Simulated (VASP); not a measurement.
Write the native input for VASP 6.6.1 that does the following.

- Task: single point
- Functional: PBE
- Potentials or basis: VASP PAW PBE potentials, release 64 (Cd, S)
- Cutoff: 520 eV
- k mesh: 8 × 8 × 8
- Occupations: gaussian, width 0.025 eV
- Spin: no spin polarisation
- Dipole correction: no
- Further INCAR settings: ALGO = Normal; EDIFF = 1e-07; NBANDS = 16

The structure of CdS lies in POSCAR:

```
CdS
1.0
    0.0000000000      2.7532440000      2.7532440000
    2.7532440000      0.0000000000      2.7532440000
    2.7532440000      2.7532440000      0.0000000000
Cd S
1 1
Direct
    0.0000000000      0.0000000000      0.0000000000
    0.5000000000      0.5000000000      0.5000000000
```

These files were run (other wordings do the same):

INCAR

```
SYSTEM = CdS
PREC = Accurate
ENCUT = 520
EDIFF = 1E-7
ISMEAR = 0
SIGMA = 0.025
LREAL = .FALSE.
LASPH = .TRUE.
NELM = 80
ALGO = Normal
ISIF = 2
LWAVE = .FALSE.
LCHARG = .TRUE.
GGA = PE
LELF = .TRUE.
LVHAR = .TRUE.
NBANDS = 16
```

KPOINTS

```
Automatic mesh
0
G
  8 8 8
  0 0 0
```

Potentials or basis: VASP PAW PBE potentials, release 64 (Cd, S).

Launch:

```bash
$ cat potpaw_PBE.64/Cd/POTCAR potpaw_PBE.64/S/POTCAR > POTCAR
$ mpirun -np 1 vasp_std > vasp.out
```

Results of the run:

| Item | Value |
| --- | --- |
| Pressure | -0.1 GPa |
| Band gap on the k mesh | 0.25 eV, indirect (least direct gap 1.53 eV) |

Run time: 13 s on 1 thread of AMD EPYC 9R45 96-Core Processor (Zen 5), on a shared host, peak memory 0.14 GiB.
